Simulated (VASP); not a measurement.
Write the native input for VASP 6.6.1 that does the following.

```
Task                   : single point
Functional             : PBE
Potentials or basis    : VASP PAW PBE potentials, release 64 (Pt)
Cutoff                 : 520 eV
k mesh                 : 10 × 10 × 10
Occupations            : gaussian, width 0.15 eV
Spin                   : no spin polarisation
Dipole correction      : no
Further INCAR settings : ALGO = Normal; EDIFF = 1e-06; NBANDS = 11
```

The structure of Pt lies in POSCAR:

```
Pt
1.0
    0.0000000000      2.0092948750      2.0092948750
    1.9579000000      0.0513948750      1.9579000000
    1.9579000000      1.9579000000      0.0513948750
Pt
1
Direct
    0.0000000000      0.0000000000      0.0000000000
```

This cell differs from its parent crystal: strain +0.0525 x Voigt [0, 0, 0, 1, 0, 0].

These files were run (other wordings do the same):

INCAR

```
  ALGO = Normal
  EDIFF = 1E-6
  ENCUT = 520
  GGA = PE
  ISIF = 2
  ISMEAR = 0
  LASPH = True
  LCHARG = False
  LREAL = False
  LWAVE = False
  NBANDS = 11
  NELM = 80
  PREC = Accurate
  SIGMA = 0.15
```

KPOINTS

```
k-points
0
Gamma
  10 10 10
```

Potentials or basis: VASP PAW PBE potentials, release 64 (Pt).

Launch:

```sh
$ cat potpaw_PBE.64/Pt/POTCAR > POTCAR
$ mpirun -np 1 vasp_std > vasp.out
```

It gave:

```yaml
Pressure: 12.1 GPa
Band_gap_on_the_k_mesh: zero (band 5 reaches 11.94 eV, above the bottom of band 6 at 9.58 eV)
```

Caveat: the cell differs from its parent crystal (strain +0.0525 x Voigt [0, 0, 0, 1, 0, 0]); spin-orbit coupling is left out, which moves the levels of the heavy elements.

Wall time 14 s on 1 thread of Intel(R) Xeon(R) Platinum 8375C CPU @ 2.90GHz (Ice Lake), on a shared host, peak memory 0.16 GiB.
